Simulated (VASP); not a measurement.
# Rh (P6/mmm) in VASP: single point with LDA

Aim: the single point of Rh with LDA.

All numbers are computed with VASP 6.6.1; they aren't measurements. Logs are shortened: lines on timing, memory, paths and dates and some standing lists are left out, and cuts for length are marked.

### Step 1. The cell of the first run

It takes space group P6/mmm (No. 191, hexagonal). The conventional cell has a = 4.074 Å, b = 4.074 Å, c = 2.497 Å, α = 90.00°, β = 90.00°, γ = 120.00°. Rh (site symmetry 6/mmm) has 14 Rh at 2.50 to 2.66 Å within 3.3 Å. Rh (site symmetry -6m2) has 11 Rh at 2.35 to 2.66 Å within 3.1 Å.

This isn't the form of Rh at room conditions, which is fcc.

### Step 2. Single point, LDA (11.97 Å³/atom)

File INCAR:

```
PREC = Accurate
ENCUT = 620
EDIFF = 1E-6
ISMEAR = -1
SIGMA = 0.1
LREAL = F
LASPH = T
NELM = 120
ALGO = Normal
ISIF = 2
LWAVE = F
LCHARG = F
NBANDS = 32
GGA_COMPAT = F
```

File KPOINTS:

```
Automatic mesh
0
Gamma
  10 10 14
```

File POSCAR:

```
Rh
1.0
    4.0741239446      0.0000000000      0.0000000000
   -2.0370619723      3.5282948341      0.0000000000
    0.0000000000      0.0000000000      2.4972641742
Rh
3
Direct
    1.0000000000      1.0000000000      0.0000000000
    0.3333333333      0.6666666667      0.5000000000
    0.6666666667      0.3333333333      0.5000000000
```

Potentials or basis: VASP PAW LDA potentials, release 64 (Rh_sv_GW).

Run with:

```bash
> cat potpaw_LDA.64/Rh_sv_GW/POTCAR > POTCAR
> mpirun -np 1 vasp_std > vasp.out
```

OUTCAR:

```text
PREC = Accurate
   ENCUT = 620
   EDIFF = 1E-6
   ISMEAR = -1
   LREAL = F
   LASPH = T
   NELM = 120
   ISIF = 2

 ion  position               nearest neighbor table
   1  0.000  0.000  0.000-   2 2.66   3 2.66   2 2.66   3 2.66   2 2.66   2 2.66   3 2.66   3 2.66
                             3 2.66   3 2.66   2 2.66   2 2.66
   2  0.333  0.667  0.500-   3 2.35   3 2.35   3 2.35   1 2.66   1 2.66   1 2.66   1 2.66   1 2.66
                             1 2.66
   3  0.667  0.333  0.500-   2 2.35   2 2.35   2 2.35   1 2.66   1 2.66   1 2.66   1 2.66   1 2.66
                             1 2.66

  LATTYP: Found a hexagonal cell.
 ALAT       =     4.0741239446
 C/A-ratio  =     0.6129573396

  Lattice vectors:

 A1 = (   4.0741239446,   0.0000000000,   0.0000000000)
 A2 = (  -2.0370619723,   3.5282948341,   0.0000000000)
 A3 = (   0.0000000000,   0.0000000000,   2.4972641742)

Analysis of symmetry for initial positions (statically):
=====================================================================
 Subroutine PRICEL returns:
 Original cell was already a primitive cell.

 Routine SETGRP: Setting up the symmetry group for a
 hexagonal supercell.

 Subroutine GETGRP returns: Found 24 space group operations
 (whereof 24 operations were pure point group operations)
 out of a pool of 24 trial point group operations.

The static configuration has the point symmetry D_6h.

Analysis of symmetry for dynamics (positions and initial velocities):
=====================================================================
 Subroutine PRICEL returns:
 Original cell was already a primitive cell.

 Routine SETGRP: Setting up the symmetry group for a
 hexagonal supercell.

 Subroutine GETGRP returns: Found 24 space group operations
 (whereof 24 operations were pure point group operations)
 out of a pool of 24 trial point group operations.

The dynamic configuration has the point symmetry D_6h.

 Subroutine INISYM returns: Found 24 space group operations
 (whereof 24 operations are pure point group operations),
 and found     1 'primitive' translations

----------------------------------------------------------------------------------------

                                     Primitive cell

  volume of cell :      35.8974

  direct lattice vectors                    reciprocal lattice vectors
     4.074123945  0.000000000  0.000000000     0.245451541  0.141711513  0.000000000
    -2.037061972  3.528294834  0.000000000     0.000000000  0.283423026  0.000000000
     0.000000000  0.000000000  2.497264174     0.000000000  0.000000000  0.400438212

  length of vectors
     4.074123945  4.074123945  2.497264174     0.283423026  0.283423026  0.400438212

  position of ions in fractional coordinates (direct lattice)
     0.000000000  0.000000000  0.000000000
     0.333333333  0.666666667  0.500000000
     0.666666667  0.333333333  0.500000000

  ion indices of the primitive-cell ions
   primitive index   ion index
                 1           1
                 2           2
                 3           3

----------------------------------------------------------------------------------------

 KPOINTS: Automatic mesh

Automatic generation of k-mesh.
 Grid dimensions read from file:
 generate k-points for:   10   10   14

 Generating k-lattice:

  Cartesian coordinates                     Fractional coordinates (reciprocal lattice)
     0.024545154  0.014171151  0.000000000     0.100000000  0.000000000  0.000000000
     0.000000000  0.028342303  0.000000000     0.000000000  0.100000000  0.000000000
     0.000000000  0.000000000  0.028602729     0.000000000  0.000000000  0.071428571

  Length of vectors
     0.028342303  0.028342303  0.028602729

  Shift w.r.t. Gamma in fractional coordinates (k-lattice)
     0.000000000  0.000000000  0.000000000

 Subroutine IBZKPT returns following result:
 ===========================================

 Found    112 irreducible k-points:

 Following reciprocal coordinates:
            Coordinates               Weight
  0.000000  0.000000  0.000000      1.000000
  0.100000  0.000000  0.000000      6.000000
  0.200000  0.000000  0.000000      6.000000
  0.300000  0.000000  0.000000      6.000000
  0.400000  0.000000  0.000000      6.000000
  0.500000  0.000000  0.000000      3.000000
[... 16 lines left out ...]
  0.300000  0.100000  0.071429     24.000000
  0.400000  0.100000  0.071429     24.000000
 [... further k-points ...]
   k-points           NKPTS =    112   k-points in BZ     NKDIM =    112   number of bands    NBANDS=     32
   number of dos      NEDOS =    301   number of ions     NIONS =      3
   total plane-waves  NPLWV =  25920
   dimension x,y,z NGX =    36 NGY =   36 NGZ =   20
   dimension x,y,z NGXF=    72 NGYF=   72 NGZF=   40
   ions per type =               3
   NGX,Y,Z   is equivalent  to a cutoff of  14.69, 14.69, 13.31 a.u.
   NGXF,Y,Z  is equivalent  to a cutoff of  29.38, 29.38, 26.63 a.u.
 SYSTEM =  unknown system
   PREC   = accura    normal or accurate (medium, high low for compatibility)
   ISTART =      0    job   : 0-new  1-cont  2-samecut
   ICHARG =      2    charge: 1-file 2-atom 10-const
   ISPIN  =      1    spin polarized calculation?
   LNONCOLLINEAR =      F non collinear calculations
   LSORBIT =      F    spin-orbit coupling
   LASPH  =      T    aspherical Exc in radial PAW
   ENCUT  =  620.0 eV  45.57 Ry    6.75 a.u.   8.27  8.27  5.07*2*pi/ulx,y,z
   NELM   =    120;   NELMIN=  2; NELMDL= -5     # of ELM steps
   EDIFF  = 0.1E-05   stopping-criterion for ELM
   LREAL  =      F    real-space projection
   EDIFFG = 0.1E-04   stopping-criterion for IOM
   NSW    =      0    number of steps for IOM
   IBRION =     -1    ionic relax: 0-MD 1-quasi-New 2-CG
   NFREE  =      0    steps in history (QN), initial steepest desc. (CG)
   ISIF   =      2    stress and relaxation
   ISYM   =      2    0-nonsym 1-usesym 2-fastsym
   POTIM  = 0.5000    time-step for ionic-motion
   TEBEG  =    0.0;   TEEND  =   0.0 temperature during run
   PSTRESS=    0.0 pullay stress
   NELECT =      51.0000    total number of electrons
   NUPDOWN=      -1.0000    fix difference up-down
   EMIN   =  10.00;   EMAX   =-10.00  energy-range for DOS
   EFERMI =   0.00;   METHOD = LEGACY
   ISMEAR =    -1;   SIGMA  =   0.10  broadening in eV -4-tet -1-fermi 0-gaus
   EFERMI_NEDOS =   21; number of points for ismear=-14 and -15
   IALGO  =     38    algorithm
   IMIX   =      4    mixing-type and parameters
     AMIX     =   0.40;   BMIX     =  1.00
     AMIX_MAG =   1.60;   BMIX_MAG =  1.00
  volume/ion in A,a.u.               =      11.97        80.75
  Fermi-wavevector in a.u.,A,eV,Ry     =   1.840392  3.477837 46.083518  3.387043
  Thomas-Fermi vector in A             =   2.892738
   LORBIT       =      0    0 simple, 1 ext, 2 COOP (PROOUT), +10 PAW based schemes
   GGA     = CA    functional components
   LHFCALC =     F    Hartree Fock is set to
   AEXX    =    0.0000 exact exchange contribution
   IVDW    =     0    specifies the selected vdW correction
   LEPSILON=     F    determine dielectric tensor
   LRPA    =     F    only Hartree local field effects (RPA)
 non-spin polarized calculation
  energy-cutoff  :      620.00
  volume of cell :       35.90
 maximum number of plane-waves:      1289
 NGX is ok and might be reduce to    36
   NGX = 17   NGY = 17   NGZ = 11

 number of electron      50.9999979 magnetization

 Free energy of the ion-electron system (eV)
  ---------------------------------------------------
  ext. energy  EPLUGINS =         0.00000000
  ---------------------------------------------------
  free energy    TOTEN  =       -22.06447950 eV

  energy without entropy =      -21.91929896  energy(sigma->0) =      -21.99188923

 E-fermi :  13.2257     XC(G=0): -15.3144

 val. band max:       13.2245739230   @ k =   0.4000   0.0000   0.1429
 cond. band min:      13.2365737401   @ k =   0.3000   0.1000   0.1429
 fundamental gap:      0.0119998171
 Fermi energy:        13.2257068744

 k-point     1 :       0.0000    0.0000    0.0000
  band No.  band energies     occupation
      1     -65.7550      2.00000
      2     -65.4356      2.00000
      3     -65.4007      2.00000
      4     -34.3290      2.00000
      5     -34.3290      2.00000
      6     -33.7944      2.00000
[... 24 lines left out ...]
     31      22.9106      0.00000
     32      22.9121      0.00000

 k-point     2 :       0.1000    0.0000    0.0000
  band No.  band energies     occupation
      1     -65.7471      2.00000
      2     -65.4420      2.00000
      3     -65.4024      2.00000
      4     -34.3565      2.00000
      5     -34.3314      2.00000
      6     -33.7577      2.00000
[... 24 lines left out ...]
     31      23.4950      0.00000
     32      24.4121      0.00000

 k-point     3 :       0.2000    0.0000    0.0000
  band No.  band energies     occupation
      1     -65.7246      2.00000
      2     -65.4606      2.00000
      3     -65.4071      2.00000
      4     -34.4175      2.00000
      5     -34.3191      2.00000
      6     -33.6701      2.00000
[... 24 lines left out ...]
     31      23.6462      0.00000
     32      25.4167      0.00000

 k-point     4 :       0.3000    0.0000    0.0000
  band No.  band energies     occupation
      1     -65.6909      2.00000
      2     -65.4893      2.00000
      3     -65.4130      2.00000
      4     -34.4790      2.00000
      5     -34.2652      2.00000
      6     -33.5653      2.00000
[... 654 lines left out ...]
     31      24.3309      0.00000
     32      25.7325      0.00000

 k-point    23 :       0.3000    0.1000    0.0714
  band No.  band energies     occupation
      1     -65.6620      2.00000
      2     -65.5046      2.00000
      3     -65.4131      2.00000
      4     -34.4811      2.00000
      5     -34.2246      2.00000
      6     -33.6124      2.00000
[... 24 lines left out ...]
     31      24.4629      0.00000
     32      27.3972      0.00000

 k-point    24 :       0.4000    0.1000    0.0714
  band No.  band energies     occupation
      1     -65.6285      2.00000
      2     -65.5350      2.00000
      3     -65.4166      2.00000
      4     -34.5063      2.00000
      5     -34.1293      2.00000
      6     -33.7626      2.00000
[... 24 lines left out ...]
     31      24.5571      0.00000
     32      28.4605      0.00000

 [... further k-points ...]

------------------------ aborting loop because EDIFF is reached ----------------------------------------

  FORCE on cell =-STRESS in cart. coord.  units (eV):
  Direction    XX          YY          ZZ          XY          YZ          ZX
  --------------------------------------------------------------------------------------
  -------------------------------------------------------------------------------------
  Total       12.1928606     12.1928606     11.0735447      0.0000000      0.0000000      0.0000000
  in kB      544.1925592    544.1925592    494.2351762      0.0000000      0.0000000      0.0000000
  external PRESSURE =     527.5400982 kB  Pullay stress =       0.0000000 kB

 VOLUME and BASIS-vectors are now :
 -----------------------------------------------------------------------------
  energy-cutoff  :      620.00
  volume of cell :       35.90
      direct lattice vectors                 reciprocal lattice vectors
     4.074123945  0.000000000  0.000000000     0.245451541  0.141711513  0.000000000
    -2.037061972  3.528294834  0.000000000     0.000000000  0.283423026  0.000000000
     0.000000000  0.000000000  2.497264174     0.000000000  0.000000000  0.400438212

 POSITION                                       TOTAL-FORCE (eV/Angst)
 -----------------------------------------------------------------------------------
      0.00000      0.00000      0.00000         0.000000      0.000000     -0.000000
     -0.00000      2.35220      1.24863        -0.000000      0.000000      0.000000
      2.03706      1.17610      1.24863         0.000000      0.000000     -0.000000
 -----------------------------------------------------------------------------------
    total drift:                                0.000000      0.000000     -0.000000

  FREE ENERGIE OF THE ION-ELECTRON SYSTEM (eV)
  ---------------------------------------------------
  free  energy   TOTEN  =       -22.0644795037 eV

  energy  without entropy=      -21.9192989585  energy(sigma->0) =      -21.99188923
```

Wall time 1.7 min (1 thread of AMD EPYC 9R45 (Zen 5), shared host); peak memory 0.24 GiB.

Results:

```yaml
Free_energy: -22.0645 eV
Pressure: 52.8 GPa
Band_gap_on_the_k_mesh: zero (an odd number of electrons rules out a gap without spin polarisation)
```

Stress tensor (GPa, compression positive):
```
54.42  0.00  0.00
 0.00 54.42  0.00
 0.00  0.00 49.42
```

Levels at points of the mesh, in eV from the Fermi level:
| k point | band 23 | band 24 | band 25 | band 26 | band 27 | band 28 | band 29 | band 30 |
| --- | --- | --- | --- | --- | --- | --- | --- | --- |
| (0.00, 0.00, 0.00) | -2.15 | -2.15 | -2.07 | -2.07 | 1.04 | 1.04 | 9.61 | 9.61 |
| (0.50, 0.00, 0.00) | -1.81 | -0.31 | 0.12 | 0.14 | 0.19 | 0.48 | 1.03 | 1.10 |
| (0.00, 0.00, 0.50) | -0.07 | -0.07 | 0.50 | 0.50 | 2.00 | 3.43 | 4.37 | 10.51 |
| (0.50, 0.00, 0.50) | -1.05 | -0.61 | 0.17 | 0.69 | 1.53 | 3.14 | 4.37 | 8.41 |

Caveat: the cell stands under pressure.
